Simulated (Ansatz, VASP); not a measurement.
**Two plane-wave programs on BaHfO3**

```
CELL_PARAMETERS angstrom
4.34419 0.00000 0.00000
0.00000 4.34419 0.00000
0.00000 0.00000 4.10203
ATOMIC_POSITIONS crystal
Ba 0.50000 0.50000 0.50000
Hf 0.00000 0.00000 0.00000
O 0.00000 0.50000 0.00000
O 0.50000 0.00000 0.00000
O 0.00000 0.00000 0.50000
```

Alike in both runs: task single point; functional r2SCAN; k mesh 6 × 6 × 6; occupations gaussian, width 0.02 eV; no spin polarisation.

|  | VASP | Ansatz |
| --- | --- | --- |
| version | VASP 6.6.1 | Ansatz 0.2.0 |
| potentials or method | VASP PAW PBE potentials, release 64 (Ba_sv, Hf_pv, O), cutoff 520 eV | scalar-relativistic, plane waves, PAW |
| valence electrons in the cell | 38 | 54 |

```csv
,VASP,Ansatz,Ansatz less VASP
gap on the k mesh at the Fermi level (eV),3.75,3.83,+0.075
least direct gap on the mesh (eV),4.01,3.99,-0.023
pressure (GPa),-9.0,-8.2,+0.76
"traceless stress, the component that is largest in VASP (GPa)",8.04,8.24,+0.191
```

VASP's potentials were made for PBE, not for r2SCAN. VASP's potentials hold 38 valence electrons a cell and Ansatz's 54, so a difference there can come from the potentials and not from the codes.

Spin-orbit coupling is off throughout.
